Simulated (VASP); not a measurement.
# GaN in VASP: notebook

Runs on GaN. Level: PBE. Tasks: single point.

All numbers are computed with VASP 6.6.1; they aren't measurements. Logs are shortened: lines on timing, memory, paths and dates and some standing lists are left out, and cuts for length are marked.

**1. The cell of the first run**

It takes space group I4mm (No. 107, tetragonal). The conventional cell has a = 2.818 Å, b = 2.818 Å, c = 3.985 Å, α = 90.00°, β = 90.00°, γ = 90.00°. Ga (site symmetry 4mm) has 6 N at 1.96 to 2.02 Å within 2.6 Å. Within 2.6 Å of N (site symmetry 4mm) lie 6 Ga at 1.96 to 2.02 Å.

**2. Single point, PBE (atom 1 (Ga) moved by [0.0, 0.0, 0.03] A)**

Input file INCAR:

```
SYSTEM = GaN
PREC = Accurate ; ENCUT = 520
EDIFF = 1E-6 ; ISMEAR = -1
SIGMA = 0.02 ; LREAL = .False.
LASPH = .True. ; NELM = 80
ALGO = Normal ; ISIF = 2
LWAVE = .False. ; LCHARG = .True.
GGA = PE ; LELF = .True.
LVHAR = .True. ; NBANDS = 16
```

Input file KPOINTS:

```
Automatic mesh
0
Gamma
  13 13 13
  0 0 0
```

Input file POSCAR:

```
GaN
1.0
    0.0000000000      1.9925000000      1.9925000000
    1.9925000000      0.0000000000      1.9925000000
    1.9925000000      1.9925000000      0.0000000000
Ga N
1 1
Direct
    0.5075282309      0.5075282309      0.4924717691
    0.0000000000      0.0000000000      0.0000000000
```

Potentials or basis: VASP PAW PBE potentials, release 64 (Ga_d, N).

Command:

```sh
> cat potpaw_PBE.64/Ga_d/POTCAR potpaw_PBE.64/N/POTCAR > POTCAR
> mpirun -np 1 vasp_std > vasp.out
```

OUTCAR:

```text
SYSTEM = GaN
   PREC = Accurate
   ENCUT = 520
   EDIFF = 1E-6
   ISMEAR = -1
   LREAL = .False.
   LASPH = .True.
   NELM = 80
   ISIF = 2
   GGA = PE

 ion  position               nearest neighbor table
   1  0.508  0.508  0.492-   2 1.96   2 1.99   2 1.99   2 1.99   2 1.99   2 2.02
   2  0.000  0.000  0.000-   1 1.96   1 1.99   1 1.99   1 1.99   1 1.99   1 2.02

  LATTYP: Found a face centered cubic cell.
 ALAT       =     3.9850000000

  Lattice vectors:

 A1 = (   0.0000000000,   1.9925000000,   1.9925000000)
 A2 = (   1.9925000000,   0.0000000000,   1.9925000000)
 A3 = (   1.9925000000,   1.9925000000,   0.0000000000)

Analysis of symmetry for initial positions (statically):
=====================================================================
 Subroutine PRICEL returns:
 Original cell was already a primitive cell.

 Routine SETGRP: Setting up the symmetry group for a
 face centered cubic supercell.

 Subroutine GETGRP returns: Found  8 space group operations
 (whereof  8 operations were pure point group operations)
 out of a pool of 48 trial point group operations.

The static configuration has the point symmetry C_4v.

Analysis of symmetry for dynamics (positions and initial velocities):
=====================================================================
 Subroutine PRICEL returns:
 Original cell was already a primitive cell.

 Routine SETGRP: Setting up the symmetry group for a
 face centered cubic supercell.

 Subroutine GETGRP returns: Found  8 space group operations
 (whereof  8 operations were pure point group operations)
 out of a pool of 48 trial point group operations.

The dynamic configuration has the point symmetry C_4v.

 Subroutine INISYM returns: Found  8 space group operations
 (whereof  8 operations are pure point group operations),
 and found     1 'primitive' translations

----------------------------------------------------------------------------------------

                                     Primitive cell

  volume of cell :      15.8207

  direct lattice vectors                    reciprocal lattice vectors
     0.000000000  1.992500000  1.992500000    -0.250941029  0.250941029  0.250941029
     1.992500000  0.000000000  1.992500000     0.250941029 -0.250941029  0.250941029
     1.992500000  1.992500000  0.000000000     0.250941029  0.250941029 -0.250941029

  length of vectors
     2.817820523  2.817820523  2.817820523     0.434642612  0.434642612  0.434642612

  position of ions in fractional coordinates (direct lattice)
     0.507528231  0.507528231  0.492471769
     0.000000000  0.000000000  0.000000000

  ion indices of the primitive-cell ions
   primitive index   ion index
                 1           1
                 2           2

----------------------------------------------------------------------------------------

 KPOINTS: Automatic mesh

Automatic generation of k-mesh.
 Grid dimensions read from file:
 generate k-points for:   13   13   13

 Generating k-lattice:

  Cartesian coordinates                     Fractional coordinates (reciprocal lattice)
    -0.019303156  0.019303156  0.019303156     0.076923077  0.000000000  0.000000000
     0.019303156 -0.019303156  0.019303156     0.000000000  0.076923077  0.000000000
     0.019303156  0.019303156 -0.019303156     0.000000000  0.000000000  0.076923077

  Length of vectors
     0.033434047  0.033434047  0.033434047

  Shift w.r.t. Gamma in fractional coordinates (k-lattice)
     0.000000000  0.000000000  0.000000000

 Subroutine IBZKPT returns following result:
 ===========================================

 Found    196 irreducible k-points:

 Following reciprocal coordinates:
            Coordinates               Weight
  0.000000  0.000000  0.000000      1.000000
  0.076923  0.000000  0.000000      8.000000
  0.153846  0.000000  0.000000      8.000000
  0.230769  0.000000  0.000000      8.000000
  0.307692  0.000000  0.000000      8.000000
  0.384615  0.000000  0.000000      8.000000
[... 16 lines left out ...]
  0.000000 -0.384615  0.076923     16.000000
 -0.307692  0.076923  0.000000      8.000000
 [... further k-points ...]
   k-points           NKPTS =    196   k-points in BZ     NKDIM =    196   number of bands    NBANDS=     16
   number of dos      NEDOS =    301   number of ions     NIONS =      2
   total plane-waves  NPLWV =  13824
   dimension x,y,z NGX =    24 NGY =   24 NGZ =   24
   dimension x,y,z NGXF=    48 NGYF=   48 NGZF=   48
   ions per type =               1   1
   NGX,Y,Z   is equivalent  to a cutoff of  14.16, 14.16, 14.16 a.u.
   NGXF,Y,Z  is equivalent  to a cutoff of  28.32, 28.32, 28.32 a.u.
 SYSTEM =  GaN
   PREC   = accura    normal or accurate (medium, high low for compatibility)
   ISTART =      0    job   : 0-new  1-cont  2-samecut
   ICHARG =      2    charge: 1-file 2-atom 10-const
   ISPIN  =      1    spin polarized calculation?
   LNONCOLLINEAR =      F non collinear calculations
   LSORBIT =      F    spin-orbit coupling
   LASPH  =      T    aspherical Exc in radial PAW
   ENCUT  =  520.0 eV  38.22 Ry    6.18 a.u.   5.24  5.24  5.24*2*pi/ulx,y,z
   NELM   =     80;   NELMIN=  2; NELMDL= -5     # of ELM steps
   EDIFF  = 0.1E-05   stopping-criterion for ELM
   LREAL  =      F    real-space projection
   EDIFFG = 0.1E-04   stopping-criterion for IOM
   NSW    =      0    number of steps for IOM
   IBRION =     -1    ionic relax: 0-MD 1-quasi-New 2-CG
   NFREE  =      0    steps in history (QN), initial steepest desc. (CG)
   ISIF   =      2    stress and relaxation
   ISYM   =      2    0-nonsym 1-usesym 2-fastsym
   POTIM  = 0.5000    time-step for ionic-motion
   TEBEG  =    0.0;   TEEND  =   0.0 temperature during run
   PSTRESS=    0.0 pullay stress
   NELECT =      18.0000    total number of electrons
   NUPDOWN=      -1.0000    fix difference up-down
   EMIN   =  10.00;   EMAX   =-10.00  energy-range for DOS
   EFERMI =   0.00;   METHOD = LEGACY
   ISMEAR =    -1;   SIGMA  =   0.02  broadening in eV -4-tet -1-fermi 0-gaus
   EFERMI_NEDOS =   21; number of points for ismear=-14 and -15
   IALGO  =     38    algorithm
   IMIX   =      4    mixing-type and parameters
     AMIX     =   0.40;   BMIX     =  1.00
     AMIX_MAG =   1.60;   BMIX_MAG =  1.00
  volume/ion in A,a.u.               =       7.91        53.38
  Fermi-wavevector in a.u.,A,eV,Ry     =   1.709060  3.229655 39.741073  2.920886
  Thomas-Fermi vector in A             =   2.787614
   LORBIT       =      0    0 simple, 1 ext, 2 COOP (PROOUT), +10 PAW based schemes
   GGA     = PE    functional components
   LHFCALC =     F    Hartree Fock is set to
   AEXX    =    0.0000 exact exchange contribution
   IVDW    =     0    specifies the selected vdW correction
   LEPSILON=     F    determine dielectric tensor
   LRPA    =     F    only Hartree local field effects (RPA)
 non-spin polarized calculation
  energy-cutoff  :      520.00
  volume of cell :       15.82
 maximum number of plane-waves:       440
 NGX is ok and might be reduce to    24
   NGX = 11   NGY = 11   NGZ = 11

 number of electron      17.9999999 magnetization

 Free energy of the ion-electron system (eV)
  ---------------------------------------------------
  ext. energy  EPLUGINS =         0.00000000
  ---------------------------------------------------
  free energy    TOTEN  =       -10.53181941 eV

  energy without entropy =      -10.53181941  energy(sigma->0) =      -10.53181941

 E-fermi :  10.7730     XC(G=0): -14.1202

 val. band max:       10.3036733378   @ k =  -0.2308   0.1538   0.0000
 cond. band min:      12.2157490176   @ k =   0.0000   0.4615   0.4615
 fundamental gap:      1.9120756798
 Fermi energy:        10.7729820830

 k-point     1 :       0.0000    0.0000    0.0000
  band No.  band energies     occupation
      1      -8.9418      2.00000
      2      -3.6896      2.00000
      3      -3.6896      2.00000
      4      -3.6888      2.00000
      5      -3.5420      2.00000
      6      -3.5393      2.00000
[... 8 lines left out ...]
     15      28.8720      0.00000
     16      28.8731      0.00000

 k-point     2 :       0.0769    0.0000    0.0000
  band No.  band energies     occupation
      1      -8.8046      2.00000
      2      -3.7003      2.00000
      3      -3.6796      2.00000
      4      -3.6789      2.00000
      5      -3.5579      2.00000
      6      -3.5554      2.00000
[... 8 lines left out ...]
     15      28.3614      0.00000
     16      28.3623      0.00000

 k-point     3 :       0.1538    0.0000    0.0000
  band No.  band energies     occupation
      1      -8.3991      2.00000
      2      -3.7322      2.00000
      3      -3.6883      2.00000
      4      -3.6875      2.00000
      5      -3.5641      2.00000
      6      -3.5627      2.00000
[... 8 lines left out ...]
     15      28.4225      0.00000
     16      28.4403      0.00000

 k-point     4 :       0.2308    0.0000    0.0000
  band No.  band energies     occupation
      1      -7.7479      2.00000
      2      -3.7881      2.00000
      3      -3.7641      2.00000
      4      -3.7573      2.00000
      5      -3.5079      2.00000
      6      -3.5073      2.00000
[... 8 lines left out ...]
     15      29.4814      0.00000
     16      29.4869      0.00000

 k-point     5 :       0.3077    0.0000    0.0000
  band No.  band energies     occupation
      1      -6.8997      2.00000
      2      -3.8762      2.00000
      3      -3.8587      2.00000
      4      -3.8347      2.00000
      5      -3.4321      2.00000
      6      -3.4317      2.00000
[... 8 lines left out ...]
     15      31.1226      0.00000
     16      31.1251      0.00000

 k-point     6 :       0.3846    0.0000    0.0000
  band No.  band energies     occupation
      1      -5.9586      2.00000
      2      -3.9830      2.00000
      3      -3.9381      2.00000
      4      -3.9203      2.00000
      5      -3.3662      2.00000
      6      -3.3659      2.00000
[... 8 lines left out ...]
     15      33.1837      0.00000
     16      33.1851      0.00000

 k-point     7 :       0.4615    0.0000    0.0000
  band No.  band energies     occupation
      1      -5.1683      2.00000
      2      -4.1613      2.00000
      3      -3.9828      2.00000
      4      -3.9748      2.00000
      5      -3.3283      2.00000
      6      -3.3281      2.00000
[... 8 lines left out ...]
     15      35.4538      0.00000
     16      35.4558      0.00000

 k-point     8 :       0.0769    0.0769    0.0000
  band No.  band energies     occupation
      1      -8.7602      2.00000
      2      -3.7068      2.00000
      3      -3.6712      2.00000
      4      -3.6712      2.00000
      5      -3.5983      2.00000
      6      -3.5293      2.00000
[... 8 lines left out ...]
     15      29.4594      0.00000
     16      30.0732      0.00000

 k-point     9 :       0.0000    0.0769    0.0769
  band No.  band energies     occupation
      1      -8.7603      2.00000
      2      -3.7078      2.00000
      3      -3.6717      2.00000
      4      -3.6702      2.00000
      5      -3.5956      2.00000
      6      -3.5312      2.00000
[... 8 lines left out ...]
     15      29.4555      0.00000
     16      30.0751      0.00000
[... 172 lines left out ...]
 k-point    19 :       0.0000    0.4615    0.0769
  band No.  band energies     occupation
      1      -5.4689      2.00000
      2      -4.1151      2.00000
      3      -3.9383      2.00000
      4      -3.8219      2.00000
      5      -3.3222      2.00000
      6      -3.2697      2.00000
[... 8 lines left out ...]
     15      33.2819      0.00000
     16      36.0287      0.00000

 k-point    20 :      -0.4615    0.0769    0.0000
  band No.  band energies     occupation
      1      -5.1924      2.00000
      2      -4.1786      2.00000
      3      -3.9662      2.00000
      4      -3.8174      2.00000
      5      -3.3274      2.00000
      6      -3.2226      2.00000
[... 8 lines left out ...]
     15      34.8409      0.00000
     16      35.0612      0.00000

 k-point    21 :       0.0000   -0.4615    0.0769
  band No.  band energies     occupation
      1      -5.1917      2.00000
      2      -4.1789      2.00000
      3      -3.9680      2.00000
      4      -3.8165      2.00000
      5      -3.3277      2.00000
      6      -3.2221      2.00000
[... 8 lines left out ...]
     15      34.8422      0.00000
     16      35.0634      0.00000

 k-point    22 :      -0.3846    0.0769    0.0000
  band No.  band energies     occupation
      1      -5.6807      2.00000
      2      -4.0829      2.00000
      3      -3.9529      2.00000
      4      -3.8098      2.00000
      5      -3.3707      2.00000
      6      -3.2544      2.00000
[... 8 lines left out ...]
     15      32.6397      0.00000
     16      34.8852      0.00000

 k-point    23 :       0.0000   -0.3846    0.0769
  band No.  band energies     occupation
      1      -5.6801      2.00000
      2      -4.0828      2.00000
      3      -3.9538      2.00000
      4      -3.8100      2.00000
      5      -3.3710      2.00000
      6      -3.2543      2.00000
[... 8 lines left out ...]
     15      32.6412      0.00000
     16      34.8791      0.00000

 k-point    24 :      -0.3077    0.0769    0.0000
  band No.  band energies     occupation
      1      -6.5308      2.00000
      2      -3.9517      2.00000
      3      -3.8975      2.00000
      4      -3.7935      2.00000
      5      -3.4418      2.00000
      6      -3.3246      2.00000
[... 8 lines left out ...]
     15      30.4633      0.00000
     16      33.3257      0.00000

 [... further k-points ...]

------------------------ aborting loop because EDIFF is reached ----------------------------------------

  FORCE on cell =-STRESS in cart. coord.  units (eV):
  Direction    XX          YY          ZZ          XY          YZ          ZX
  --------------------------------------------------------------------------------------
  -------------------------------------------------------------------------------------
  Total        6.9264979      6.9264979      7.0096885      0.0000000      0.0000000     -0.0000000
  in kB      701.4541733    701.4541733    709.8789787      0.0000000      0.0000000     -0.0000000
  external PRESSURE =     704.2624418 kB  Pullay stress =       0.0000000 kB

 VOLUME and BASIS-vectors are now :
 -----------------------------------------------------------------------------
  energy-cutoff  :      520.00
  volume of cell :       15.82
      direct lattice vectors                 reciprocal lattice vectors
     0.000000000  1.992500000  1.992500000    -0.250941029  0.250941029  0.250941029
     1.992500000  0.000000000  1.992500000     0.250941029 -0.250941029  0.250941029
     1.992500000  1.992500000  0.000000000     0.250941029  0.250941029 -0.250941029

 POSITION                                       TOTAL-FORCE (eV/Angst)
 -----------------------------------------------------------------------------------
      1.99250      1.99250      2.02250         0.000000      0.000000     -0.280423
      0.00000      0.00000      0.00000         0.000000      0.000000      0.280423
 -----------------------------------------------------------------------------------
    total drift:                                0.000001      0.000001     -0.000138

  FREE ENERGIE OF THE ION-ELECTRON SYSTEM (eV)
  ---------------------------------------------------
  free  energy   TOTEN  =       -10.5318194073 eV

  energy  without entropy=      -10.5318194073  energy(sigma->0) =      -10.53181941
```

It took 19 s on 1 thread of Intel Xeon 6975P-C (Granite Rapids), shared host; peak memory 0.18 GiB.

Results:

```yaml
Free_energy: -10.5318 eV
Pressure: 70.4 GPa
Largest_force: 0.280 eV/Å
Band_gap_on_the_k_mesh: 1.91 eV, indirect (least direct gap 5.20 eV)
```

Forces in eV/Å, atoms in the order of the input:
```
Ga   0.000  0.000 -0.280
N    0.000  0.000  0.280
```

Levels at points of the mesh, in eV from the valence-band top:
```csv
k point,band 5,band 6,band 7,band 8,band 9,band 10,band 11,band 12,band 13,band 14
"(0.00, 0.00, 0.00)",-13.85,-13.84,-0.75,-0.75,-0.75,4.46,15.80,15.80,15.81,16.68
```

Caveat: the cell differs from its parent crystal (atom 1 (Ga) moved by [0.0, 0.0, 0.03] A).

**3. Single point, PBE (zz strain of -1 %)**

Input file INCAR:

```
SYSTEM = GaN
ALGO = Normal
EDIFF = 1E-6
ENCUT = 520
GGA = PE
ISIF = 2
ISMEAR = -1
LASPH = .True.
LCHARG = .True.
LELF = .True.
LREAL = .False.
LVHAR = .True.
LWAVE = .False.
NBANDS = 16
NELM = 60
PREC = Accurate
SIGMA = 0.02
```

Input file KPOINTS:

```
k-points
0
Gamma
  13 13 13
  0 0 0
```

Input file POSCAR:

```
GaN
1.0
    0.0000000000      1.9925000000      1.9725750000
    1.9925000000      0.0000000000      1.9725750000
    1.9925000000      1.9925000000      0.0000000000
Ga N
1 1
Direct
    0.5000000000      0.5000000000      0.5000000000
    0.0000000000      0.0000000000      0.0000000000
```

Potentials or basis: VASP PAW PBE potentials, release 64 (Ga_d, N).

Command:

```sh
> cat potpaw_PBE.64/Ga_d/POTCAR potpaw_PBE.64/N/POTCAR > POTCAR
> mpirun -np 1 vasp_std > vasp.out
```

Wall time 34 s (1 thread of AMD EPYC 9R45 (Zen 5), shared host); peak memory 0.15 GiB.

The run converged. Its results:

* Free energy: -10.4622 eV
* Pressure: 75.2 GPa
* Band gap on the k mesh: 1.89 eV, indirect (least direct gap 5.33 eV)

Stress tensor (GPa, compression positive):
```
73.39  0.00  0.00
 0.00 73.39  0.00
 0.00  0.00 78.87
```

Levels at points of the mesh, in eV from the valence-band top:
| k point | band 6 | band 7 | band 8 | band 9 | band 10 | band 11 | band 12 | band 13 |
| --- | --- | --- | --- | --- | --- | --- | --- | --- |
| (0.00, 0.00, 0.00) | -13.85 | -0.85 | -0.75 | -0.75 | 4.58 | 15.84 | 15.84 | 15.92 |

Caveat: the cell differs from its parent crystal (zz strain of -1 %).
